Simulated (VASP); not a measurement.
# FeCo (Pm-3m) in VASP: notebook

The runs below take FeCo through single point, with PBEsol.

Everything below comes from runs of VASP 6.6.1. Logs are shortened: lines on timing, memory, paths and dates and some standing lists are left out, and cuts for length are marked.

**1. The cell of the first run**

Symmetry: Pm-3m, No. 221, cubic system. Conventional cell: a = 2.703 Å, b = 2.703 Å, c = 2.703 Å, α = 90.00°, β = 90.00°, γ = 90.00°. Fe (site symmetry m-3m) has 8 Co at 2.34 Å and 6 Fe at 2.70 Å within 3.1 Å. Within 3.1 Å of Co (site symmetry m-3m) lie 8 Fe at 2.34 Å and 6 Co at 2.70 Å.

**2. Single point, PBEsol, collinear spin, ferromagnetic start**

INCAR reads:

```
SYSTEM = FeCo
PREC = Accurate ; ENCUT = 600
EDIFF = 1E-6 ; ISMEAR = 0
SIGMA = 0.1 ; LREAL = .FALSE.
LASPH = .TRUE. ; NELM = 200
ALGO = Normal ; ISIF = 2
LWAVE = .FALSE. ; LCHARG = .FALSE.
ISPIN = 2 ; MAGMOM = 2.89 1.96
LORBIT = 11 ; LMAXMIX = 4
GGA = PS ; NBANDS = 20
GGA_COMPAT = .FALSE.
```

KPOINTS reads:

```
regular mesh
0
G
  14 14 14
  0 0 0
```

POSCAR reads:

```
FeCo
1.0
    2.7026583464      0.0000000000      0.0000000000
    0.0000000000      2.7026583464      0.0000000000
    0.0000000000      0.0000000000      2.7026583464
Fe Co
1 1
Direct
    0.0000000000      0.0000000000      0.0000000000
    0.5000000000      0.5000000000      0.5000000000
```

Potentials or basis: VASP PAW PBE potentials, release 64 (Fe, Co).

Command:

```bash
cat potpaw_PBE.64/Fe/POTCAR potpaw_PBE.64/Co/POTCAR > POTCAR
mpirun -np 1 vasp_std > vasp.out
```

OUTCAR:

```text
SYSTEM = FeCo
   PREC = Accurate
   ENCUT = 600
   EDIFF = 1E-6
   ISMEAR = 0
   LREAL = .FALSE.
   LASPH = .TRUE.
   NELM = 200
   ISIF = 2
   ISPIN = 2
   LORBIT = 11
   GGA = PS

 ion  position               nearest neighbor table
   1  0.000  0.000  0.000-   2 2.34   2 2.34   2 2.34   2 2.34   2 2.34   2 2.34   2 2.34   2 2.34

   2  0.500  0.500  0.500-   1 2.34   1 2.34   1 2.34   1 2.34   1 2.34   1 2.34   1 2.34   1 2.34

  LATTYP: Found a simple cubic cell.
 ALAT       =     2.7026583464

  Lattice vectors:

 A1 = (   2.7026583464,   0.0000000000,   0.0000000000)
 A2 = (   0.0000000000,   2.7026583464,   0.0000000000)
 A3 = (   0.0000000000,   0.0000000000,   2.7026583464)

Analysis of symmetry for initial positions (statically):
=====================================================================
 Subroutine PRICEL returns:
 Original cell was already a primitive cell.

 Routine SETGRP: Setting up the symmetry group for a
 simple cubic supercell.

 Subroutine GETGRP returns: Found 48 space group operations
 (whereof 48 operations were pure point group operations)
 out of a pool of 48 trial point group operations.

The static configuration has the point symmetry O_h .

Analysis of symmetry for dynamics (positions and initial velocities):
=====================================================================
 Subroutine PRICEL returns:
 Original cell was already a primitive cell.

 Routine SETGRP: Setting up the symmetry group for a
 simple cubic supercell.

 Subroutine GETGRP returns: Found 48 space group operations
 (whereof 48 operations were pure point group operations)
 out of a pool of 48 trial point group operations.

The dynamic configuration has the point symmetry O_h .

Analysis of structural, dynamic, and magnetic symmetry:
=====================================================================
 Subroutine PRICEL returns:
 Original cell was already a primitive cell.

 Routine SETGRP: Setting up the symmetry group for a
 simple cubic supercell.

 Subroutine GETGRP returns: Found 48 space group operations
 (whereof 48 operations were pure point group operations)
 out of a pool of 48 trial point group operations.

The overall configuration has the point symmetry O_h .

 Subroutine INISYM returns: Found 48 space group operations
 (whereof 48 operations are pure point group operations),
 and found     1 'primitive' translations

[... 115 lines left out ...]
  volume/ion in A,a.u.               =       9.87        66.61
  Fermi-wavevector in a.u.,A,eV,Ry     =   1.557519  2.943284 33.005898  2.425865
  Thomas-Fermi vector in A             =   2.661157
   LORBIT       =     11    0 simple, 1 ext, 2 COOP (PROOUT), +10 PAW based schemes
   GGA     = PS    functional components
   LHFCALC =     F    Hartree Fock is set to
   AEXX    =    0.0000 exact exchange contribution
   IVDW    =     0    specifies the selected vdW correction
   LEPSILON=     F    determine dielectric tensor
   LRPA    =     F    only Hartree local field effects (RPA)
 spin polarized calculation
 Gauss-broadening in eV      SIGMA  =   0.10
  energy-cutoff  :      600.00
  volume of cell :       19.74
 maximum number of plane-waves:       691
 NGX is ok and might be reduce to    24
   NGX = 11   NGY = 11   NGZ = 11

 number of electron      17.0000001 magnetization       4.2669048

 Free energy of the ion-electron system (eV)
  ---------------------------------------------------
  ext. energy  EPLUGINS =         0.00000000
  ---------------------------------------------------
  free energy    TOTEN  =       -16.53368432 eV

  energy without entropy =      -16.52537302  energy(sigma->0) =      -16.52952867

 E-fermi :   9.8308     XC(G=0): -14.1129

 val. band max:        9.8253282788   @ k =   0.2857   0.1429   0.0000
 cond. band min:       9.8392555047   @ k =   0.3571   0.1429   0.1429
 fundamental gap:      0.0139272260
 Fermi energy:         9.8308091986

 spin component 1

 k-point     1 :       0.0000    0.0000    0.0000
  band No.  band energies     occupation
      1      -0.1540      1.00000
      2       3.6207      1.00000
      3       3.6207      1.00000
      4       6.5240      1.00000
      5       6.5240      1.00000
      6       6.5240      1.00000
[... 541 lines left out ...]
     19      34.7831      0.00000
     20      37.6723      0.00000

 [... further k-points ...]

 spin component 2

 k-point     1 :       0.0000    0.0000    0.0000
  band No.  band energies     occupation
      1       0.1292      1.00000
      2       5.3128      1.00000
      3       5.3128      1.00000
      4       8.3571      1.00000
      5       8.3571      1.00000
      6       8.3571      1.00000
[... 541 lines left out ...]
     19      35.2563      0.00000
     20      38.2576      0.00000

 [... further k-points ...]

------------------------ aborting loop because EDIFF is reached ----------------------------------------

  FORCE on cell =-STRESS in cart. coord.  units (eV):
  Direction    XX          YY          ZZ          XY          YZ          ZX
  --------------------------------------------------------------------------------------
  -------------------------------------------------------------------------------------
  Total        3.5926687      3.5926687      3.5926687      0.0000000      0.0000000     -0.0000000
  in kB      291.5777024    291.5777024    291.5777024      0.0000000      0.0000000     -0.0000000
  external PRESSURE =     291.5777024 kB  Pullay stress =       0.0000000 kB

 VOLUME and BASIS-vectors are now :
 -----------------------------------------------------------------------------
  energy-cutoff  :      600.00
  volume of cell :       19.74
      direct lattice vectors                 reciprocal lattice vectors
     2.702658346  0.000000000  0.000000000     0.370006072  0.000000000  0.000000000
     0.000000000  2.702658346  0.000000000     0.000000000  0.370006072  0.000000000
     0.000000000  0.000000000  2.702658346     0.000000000  0.000000000  0.370006072

 POSITION                                       TOTAL-FORCE (eV/Angst)
 -----------------------------------------------------------------------------------
      0.00000      0.00000      0.00000         0.000000      0.000000      0.000000
      1.35133      1.35133      1.35133         0.000000      0.000000      0.000000
 -----------------------------------------------------------------------------------
    total drift:                                0.000000      0.000000     -0.000000

  FREE ENERGIE OF THE ION-ELECTRON SYSTEM (eV)
  ---------------------------------------------------
  free  energy   TOTEN  =       -16.5336843197 eV

  energy  without entropy=      -16.5253730153  energy(sigma->0) =      -16.52952867

 total charge

# of ion       s       p       d       tot
------------------------------------------
    1        0.539   0.672   6.311   7.522
    2        0.553   0.651   7.346   8.550
--------------------------------------------------
tot          1.092   1.323  13.657  16.072

 magnetization (x)

# of ion       s       p       d       tot
------------------------------------------
    1       -0.007  -0.039   2.575   2.529
    2       -0.007  -0.045   1.746   1.694
--------------------------------------------------
tot         -0.014  -0.084   4.321   4.222
```

OSZICAR:

```text
N       E                     dE             d eps       ncg     rms          rms(c)
DAV:   1     0.849012416043E+02    0.84901E+02   -0.84631E+03 10632   0.127E+03
DAV:   2    -0.137557599727E+02   -0.98657E+02   -0.87254E+02  9660   0.223E+02
DAV:   3    -0.185430356315E+02   -0.47873E+01   -0.45830E+01 10768   0.588E+01
DAV:   4    -0.186029917115E+02   -0.59956E-01   -0.59906E-01 11132   0.587E+00
DAV:   5    -0.186046514609E+02   -0.16597E-02   -0.16596E-02 11132   0.956E-01    0.192E+01
DAV:   6    -0.167166953560E+02    0.18880E+01   -0.61474E+00 10780   0.518E+01    0.802E+00
DAV:   7    -0.173208261248E+02   -0.60413E+00   -0.43351E+00 12156   0.425E+01    0.137E+01
DAV:   8    -0.165698818769E+02    0.75094E+00   -0.31763E+00 12120   0.313E+01    0.454E+00
DAV:   9    -0.165476069535E+02    0.22275E-01   -0.47966E-02 14152   0.320E+00    0.218E+00
DAV:  10    -0.165337605772E+02    0.13846E-01   -0.41591E-03 16096   0.110E+00    0.461E-01
DAV:  11    -0.165335999952E+02    0.16058E-03   -0.11194E-03 14248   0.663E-01    0.134E-01
DAV:  12    -0.165336825012E+02   -0.82506E-04   -0.92678E-05 12660   0.108E-01    0.499E-02
DAV:  13    -0.165336834042E+02   -0.90296E-06   -0.17216E-05 13444   0.879E-02    0.213E-02
DAV:  14    -0.165336843197E+02   -0.91552E-06   -0.19407E-06  7784   0.191E-02
   1 F= -.16533684E+02 E0= -.16529529E+02  d E =-.831130E-02  mag=     4.2661
```

stdout:

```text
POSCAR found type information on POSCAR FeCo
 POSCAR found :  2 types and       2 ions
 scaLAPACK will be used
 -----------------------------------------------------------------------------
|                                                                             |
|                                                                             |
|     You enforced a specific xc type in the INCAR file but a different       |
|     I HOPE YOU KNOW WHAT YOU ARE DOING!                                     |
|                                                                             |
 -----------------------------------------------------------------------------

 LDA part: xc-table for (Slater+PW92), standard interpolation
 POSCAR, INCAR and KPOINTS ok, starting setup
 FFT: planning ... GRIDC
 FFT: planning ... GRID_SOFT
 FFT: planning ... GRID
 WAVECAR not read
 entering main loop
```

Wall time 51 s (1 thread of AMD EPYC 9R45 (Zen 5), shared host); peak memory 0.19 GiB.

Results:

* Free energy: -16.5337 eV
* Pressure: 29.2 GPa
* Net moment: 4.27 μB per cell
* Site moments: Fe +2.53; Co +1.69 μB
* Valence electrons inside the program's atomic spheres: Fe 7.52; Co 8.55

Levels at points of the mesh, in eV from the Fermi level:
Spin up:
```csv
k point,band 8,band 9,band 10,band 11,band 12,band 13,band 14,band 15
"(0.00, 0.00, 0.00)",-1.81,-0.50,-0.50,-0.50,10.18,10.18,10.18,16.41
"(0.50, 0.00, 0.00)",-2.76,-2.05,-1.84,-0.57,-0.03,17.99,17.99,18.06
"(0.50, 0.50, 0.00)",-1.33,-0.21,-0.21,-0.19,-0.19,7.56,7.78,19.03
"(0.50, 0.50, 0.50)",-1.78,-1.28,-1.28,8.75,8.75,8.75,8.86,8.86
```
Spin down:
```
           k point  band 4  band 5  band 6  band 7  band 8  band 9
(0.00, 0.00, 0.00)   -1.47   -1.47   -1.47    0.75    0.75    1.80
(0.50, 0.00, 0.00)   -1.69   -1.38   -1.38   -0.49   -0.49   -0.46
(0.50, 0.50, 0.00)   -2.88    0.04    0.04    0.46    0.51    0.82
(0.50, 0.50, 0.50)   -2.77   -2.77   -2.77    0.56    0.56    1.65
```

Caveat: the PAW data sets were made with another functional, which shifts forces and pressure a little.

**3. Single point, PBEsol, collinear spin, ferromagnetic start**

This run uses another cell than the first one, of 10.35 Å³/atom, 1.048 times its volume.

INCAR reads:

```
ALGO = Normal
EDIFF = 1E-6
ENCUT = 600
GGA = PS
GGA_COMPAT = False
ISIF = 2
ISMEAR = 0
ISPIN = 2
LASPH = True
LCHARG = True
LELF = True
LMAXMIX = 4
LORBIT = 11
LREAL = False
LVHAR = True
LWAVE = False
MAGMOM = 2.95 1.97
NBANDS = 20
NELM = 200
PREC = Accurate
SIGMA = 0.1
```

KPOINTS reads:

```
k-points
0
Gamma
  14 14 14
```

POSCAR reads:

```
FeCo
1.0
    2.7455984871      0.0000000000      0.0000000000
    0.0000000000      2.7455984871      0.0000000000
    0.0000000000      0.0000000000      2.7455984871
Fe Co
1 1
Direct
    0.0000000000      0.0000000000      0.0000000000
    0.5000000000      0.5000000000      0.5000000000
```

Potentials or basis: VASP PAW PBE potentials, release 64 (Fe, Co).

Command:

```bash
cat potpaw_PBE.64/Fe/POTCAR potpaw_PBE.64/Co/POTCAR > POTCAR
mpirun -np 1 vasp_std > vasp.out
```

OUTCAR:

```text
EDIFF = 1E-6
   ENCUT = 600
   GGA = PS
   ISIF = 2
   ISMEAR = 0
   ISPIN = 2
   LASPH = True
   LORBIT = 11
   LREAL = False
   NELM = 200
   PREC = Accurate

 ion  position               nearest neighbor table
   1  0.000  0.000  0.000-   2 2.38   2 2.38   2 2.38   2 2.38   2 2.38   2 2.38   2 2.38   2 2.38

   2  0.500  0.500  0.500-   1 2.38   1 2.38   1 2.38   1 2.38   1 2.38   1 2.38   1 2.38   1 2.38

  LATTYP: Found a simple cubic cell.
 ALAT       =     2.7455984871

  Lattice vectors:

 A1 = (   2.7455984871,   0.0000000000,   0.0000000000)
 A2 = (   0.0000000000,   2.7455984871,   0.0000000000)
 A3 = (   0.0000000000,   0.0000000000,   2.7455984871)

Analysis of symmetry for initial positions (statically):
=====================================================================
 Subroutine PRICEL returns:
 Original cell was already a primitive cell.

 Routine SETGRP: Setting up the symmetry group for a
 simple cubic supercell.

 Subroutine GETGRP returns: Found 48 space group operations
 (whereof 48 operations were pure point group operations)
 out of a pool of 48 trial point group operations.

The static configuration has the point symmetry O_h .

Analysis of symmetry for dynamics (positions and initial velocities):
=====================================================================
 Subroutine PRICEL returns:
 Original cell was already a primitive cell.

 Routine SETGRP: Setting up the symmetry group for a
 simple cubic supercell.

 Subroutine GETGRP returns: Found 48 space group operations
 (whereof 48 operations were pure point group operations)
 out of a pool of 48 trial point group operations.

The dynamic configuration has the point symmetry O_h .

Analysis of structural, dynamic, and magnetic symmetry:
=====================================================================
 Subroutine PRICEL returns:
 Original cell was already a primitive cell.

 Routine SETGRP: Setting up the symmetry group for a
 simple cubic supercell.

 Subroutine GETGRP returns: Found 48 space group operations
[... 140 lines left out ...]
   NGX = 11   NGY = 11   NGZ = 11

 number of electron      16.9999998 magnetization       4.3466099

 Free energy of the ion-electron system (eV)
  ---------------------------------------------------
  ext. energy  EPLUGINS =         0.00000000
  ---------------------------------------------------
  free energy    TOTEN  =       -16.66081800 eV

  energy without entropy =      -16.65247805  energy(sigma->0) =      -16.65664802

 E-fermi :   9.2145     XC(G=0): -13.8310

 val. band max:        9.2009780734   @ k =   0.5000   0.1429   0.1429
 cond. band min:       9.2169581164   @ k =   0.3571   0.2143   0.0714
 fundamental gap:      0.0159800429
 Fermi energy:         9.2144514550

 spin component 1

 k-point     1 :       0.0000    0.0000    0.0000
  band No.  band energies     occupation
      1      -0.4975      1.00000
      2       3.2761      1.00000
      3       3.2761      1.00000
      4       5.9775      1.00000
      5       5.9775      1.00000
      6       5.9775      1.00000
[... 541 lines left out ...]
     19      33.4385      0.00000
     20      36.1607      0.00000

 [... further k-points ...]

 spin component 2

 k-point     1 :       0.0000    0.0000    0.0000
  band No.  band energies     occupation
      1      -0.2270      1.00000
      2       5.0137      1.00000
      3       5.0137      1.00000
      4       7.8417      1.00000
      5       7.8417      1.00000
      6       7.8417      1.00000
[... 541 lines left out ...]
     19      33.9020      0.00000
     20      36.7291      0.00000

 [... further k-points ...]
[... 5 lines left out ...]
  --------------------------------------------------------------------------------------
  -------------------------------------------------------------------------------------
  Total        1.8499923      1.8499923      1.8499923      0.0000000     -0.0000000      0.0000000
  in kB      143.2087060    143.2087060    143.2087060      0.0000000     -0.0000000      0.0000000
  external PRESSURE =     143.2087060 kB  Pullay stress =       0.0000000 kB

 VOLUME and BASIS-vectors are now :
 -----------------------------------------------------------------------------
  energy-cutoff  :      600.00
  volume of cell :       20.70
      direct lattice vectors                 reciprocal lattice vectors
     2.745598487  0.000000000  0.000000000     0.364219315  0.000000000  0.000000000
     0.000000000  2.745598487  0.000000000     0.000000000  0.364219315  0.000000000
     0.000000000  0.000000000  2.745598487     0.000000000  0.000000000  0.364219315

 POSITION                                       TOTAL-FORCE (eV/Angst)
 -----------------------------------------------------------------------------------
      0.00000      0.00000      0.00000         0.000000      0.000000      0.000000
      1.37280      1.37280      1.37280         0.000000      0.000000      0.000000
 -----------------------------------------------------------------------------------
    total drift:                                0.000000      0.000000     -0.000000

  FREE ENERGIE OF THE ION-ELECTRON SYSTEM (eV)
  ---------------------------------------------------
  free  energy   TOTEN  =       -16.6608179977 eV

  energy  without entropy=      -16.6524780512  energy(sigma->0) =      -16.65664802

 total charge

# of ion       s       p       d       tot
------------------------------------------
    1        0.519   0.625   6.254   7.397
    2        0.530   0.605   7.308   8.443
--------------------------------------------------
tot          1.049   1.230  13.562  15.841

 magnetization (x)

# of ion       s       p       d       tot
------------------------------------------
    1       -0.004  -0.039   2.652   2.608
    2       -0.008  -0.045   1.762   1.708
--------------------------------------------------
tot         -0.012  -0.085   4.413   4.316
```

It took 49 s on 1 thread of AMD EPYC 9R45 (Zen 5), shared host; peak memory 0.2 GiB.

Results:

```
Free energy                                           : -16.6608 eV
Pressure                                              : 14.3 GPa
Net moment                                            : 4.35 μB per cell
Site moments                                          : Fe +2.61; Co +1.71 μB
Valence electrons inside the program's atomic spheres : Fe 7.40; Co 8.44
```

Caveat: the PAW data sets were made with another functional, which shifts forces and pressure a little.
